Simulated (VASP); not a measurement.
Here is a VASP 6.6.1 calculation.

File INCAR:

```
SYSTEM = Si
PREC = Accurate
ENCUT = 520
EDIFF = 1E-6
ISMEAR = 0
SIGMA = 0.1
LREAL = .False.
LASPH = .True.
NELM = 60
ALGO = Normal
ISIF = 2
LWAVE = .False.
LCHARG = .True.
GGA = PS
LELF = .True.
LVHAR = .True.
NBANDS = 11
```

Contents of KPOINTS:

```
regular mesh
0
Gamma
  6 6 6
  0 0 0
```

Contents of POSCAR:

```
Si
1.0
    0.0000000000      2.7077196971      4.2706695932
    1.7058978516      0.0000000000      4.2706695932
    1.7058978516      2.7077196971      0.0000000000
Si
2
Direct
    0.1807743724      0.8192256276      0.1807743724
    0.8192256276      0.1807743724      0.8192256276
```

Potentials or basis: VASP PAW PBE potentials, release 64 (Si).

Run with:

```sh
$ cat potpaw_PBE.64/Si/POTCAR > POTCAR
$ mpirun -np 1 vasp_std > vasp.out
```

(1) What does it give for the band gap on the k mesh?

(2) Estimate the pressure.

(3) What does it give for the largest force?

## Answers

(1) zero (band 4 reaches 5.71 eV, above the bottom of band 5 at 5.48 eV).

(2) 74.1 GPa.

(3) 2.166 eV/Å.

Caveat: the k points lie up to 0.38 Å⁻¹ apart; the cell differs from its parent crystal (C replaced by Si, lengths x 1.276, strained); the PAW data sets were made with another functional, which shifts forces and pressure a little.
